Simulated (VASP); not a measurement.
AlCr2C (mix):

```
Al Cr C
1.0
     2.82510    0.00000    0.00000
    -1.41255    2.44661    0.00000
     0.00000    0.00000   12.60137
Al Cr C
2 4 2
Direct
  0.66667 0.33333 0.25000
  0.33333 0.66667 0.75000
  0.33333 0.66667 0.41494
  0.66667 0.33333 0.91494
  0.66667 0.33333 0.58506
  0.33333 0.66667 0.08506
  0.00000 0.00000 0.50000
  0.00000 0.00000 0.00000
```

| Item | Value |
| --- | --- |
| Program | VASP 6.6.1 |
| Task | relaxation of cell and atoms |
| Functional | PBE |
| Potentials or basis | VASP PAW PBE potentials, release 64 (Al, Cr_pv, C) |
| Cutoff | 600 eV |
| k mesh | 15 × 15 × 4 |
| Occupations | gaussian, width 0.1 eV |
| Spin | no spin polarisation |

At the start: pressure 3.7 GPa; volume 10.89 Å³/atom.

**Question.** How do energy, volume and symmetry change on relaxing?

**Answer.** Over 20 steps the energy falls by 2.3 meV/atom and the volume is 11.09 Å³/atom (+1.9 %); space group P6_3/mmc (No. 194, to 0.05 Å).

Step by step:
```csv
step,energy change (eV),largest force (eV/Å),pressure (GPa),volume (Å³)
1,0.0000,0.0002,3.66,87.10
2,0.0094,0.3768,-4.35,90.27
3,-0.0154,0.1707,-0.02,88.48
4,-0.0183,0.0246,0.00,88.70
5,-0.0184,0.0018,-0.06,88.73
6,-0.0184,0.0049,-0.01,88.73
7,-0.0184,0.0037,0.03,88.72
8,-0.0184,0.0039,0.02,88.72
9,-0.0184,0.0015,0.03,88.73
10,-0.0184,0.0052,-0.11,88.77
11,-0.0184,0.0006,0.03,88.74
12,-0.0184,0.0020,0.00,88.75
13,-0.0184,0.0010,-0.02,88.75
14,-0.0184,0.0002,-0.04,88.74
15,-0.0184,0.0010,0.05,88.74
16,-0.0184,0.0014,-0.05,88.74
17,-0.0184,0.0022,0.01,88.73
18,-0.0184,0.0023,-0.03,88.73
19,-0.0184,0.0014,0.07,88.73
20,-0.0184,0.0020,0.01,88.73
```

Final structure:
```
CELL_PARAMETERS angstrom
2.84140 0.00000 0.00000
-1.42070 2.46072 0.00000
0.00000 0.00000 12.68990
ATOMIC_POSITIONS crystal
Al 0.66667 0.33333 0.25000
Al 0.33333 0.66667 0.75000
Cr 0.33333 0.66667 0.41562
Cr 0.66667 0.33333 0.91562
Cr 0.66667 0.33333 0.58438
Cr 0.33333 0.66667 0.08438
C 0.00000 0.00000 0.50000
C 0.00000 0.00000 0.00000
```
